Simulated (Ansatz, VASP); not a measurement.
**One calculation of KTaO3, two programs**

```xyz
5
Lattice="4.2874 0.0000 0.0000 0.0000 3.9883 0.0000 0.0000 0.0000 3.9883" Properties=species:S:1:pos:R:3 pbc="T T T"
K     2.1437    1.9942    1.9942
Ta    0.0000    0.0000    0.0000
O     2.1437    0.0000    0.0000
O     0.0000    1.9942    0.0000
O     0.0000    0.0000    1.9942
```

Change from the starting cell: strain +0.0750 x Voigt [1, 0, 0, 0, 0, 0], atoms carried along.

Alike in both runs: task single point; functional PBEsol; k mesh 8 × 8 × 8; occupations gaussian, width 0.05 eV; no spin polarisation.

|  | VASP | Ansatz |
| --- | --- | --- |
| version | VASP 6.6.1 | Ansatz 0.2.0 |
| potentials or method | VASP PAW PBE potentials, release 64 (K_sv, Ta_pv, O), cutoff 520 eV | scalar-relativistic, plane waves, PAW |
| valence electrons in the cell | 38 | 40 |

Ansatz gave:

* gap on the k mesh at the Fermi level (eV): 1.88
* least direct gap on the mesh (eV): 2.40
* pressure (GPa): -11.2
* traceless stress, the component that is largest in VASP (GPa): -11.91

What did VASP give for the same quantities?

gap on the k mesh at the Fermi level (eV): 1.84; least direct gap on the mesh (eV): 2.36; pressure (GPa): -10.7; traceless stress, the component that is largest in VASP (GPa): -12.12.

VASP's potentials were made for PBE, not for PBEsol. With one functional, cell and mesh, what is left measures potentials, basis and numerics. VASP's potentials hold 38 valence electrons a cell and Ansatz's 40, so a difference there can come from the potentials and not from the codes.

Neither program's run includes spin-orbit coupling.
